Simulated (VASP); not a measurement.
Input of a VASP 6.6.1 run:

The input INCAR:

```
ALGO = Normal
EDIFF = 1E-7
ENCUT = 520
GGA = PE
ISIF = 2
ISMEAR = -1
LASPH = True
LCHARG = False
LREAL = Auto
LWAVE = False
NBANDS = 84
NELM = 80
PREC = Accurate
SIGMA = 0.05
```

KPOINTS

```
k-points
0
Gamma
  4 4 3
```

POSCAR

```
Ta3AsAu2O13
1.0
    5.2240760841     -0.0542004223      0.5224013243
    1.8988161935      5.4620976924      0.3934707684
    2.2942417402      1.8534262716      7.3384872982
Ta As Au O
3 1 2 13
Direct
    0.4359908920      0.0785353731      0.5370804793
    0.9221399932      0.6941057023      0.7659017536
    0.0698646176      0.3220351001      0.1601603850
    0.0323752787      0.9106417277      0.0327016159
    0.2854873352      0.7062835853      0.3328826301
    0.7014802687      0.3980124309      0.6269225397
    0.2366337292      0.6151083726      0.1312367481
    0.8041321676      0.1223332761      0.1474314660
    0.1374277729      0.9782745532      0.7899012724
    0.8082944179      0.7124618410      1.0512405922
    0.7492867376      0.7636670810      0.5324839270
    0.2022957986      0.4172002087      0.5709236459
    0.3118159309      1.0047645653      0.0909689819
    0.6430870277      0.0399216260      0.7329790314
    0.1905515190      0.4328146635      0.8868470568
    0.3111436842      0.2065971375      0.3153411426
    0.2421635534      0.8214740611      0.5456827033
    0.6805420201      0.4669724827      0.8567892566
    0.7352672556      0.3088062117      0.3925247723
```

Potentials or basis: VASP PAW PBE potentials, release 64 (Ta_pv, As, Au, O).

Run with:

```bash
$ cat potpaw_PBE.64/Ta_pv/POTCAR potpaw_PBE.64/As/POTCAR potpaw_PBE.64/Au/POTCAR potpaw_PBE.64/O/POTCAR > POTCAR
$ mpirun -np 1 vasp_std > vasp.out
```

Question: Estimate the band gap on the k mesh.

Answer: 1.22 eV (least direct gap 1.30 eV).

Question: Estimate the pressure.

Answer: 21.3 GPa.

Question: What does it give for the largest force?

Answer: 0.425 eV/Å.

Stress tensor (GPa, compression positive):
```
20.90  0.00  0.18
 0.00 21.44  0.06
 0.18  0.06 21.59
```

Caveat: the cell stands under pressure; spin-orbit coupling is left out, which moves the levels of the heavy elements. A k mesh can miss the band edges.
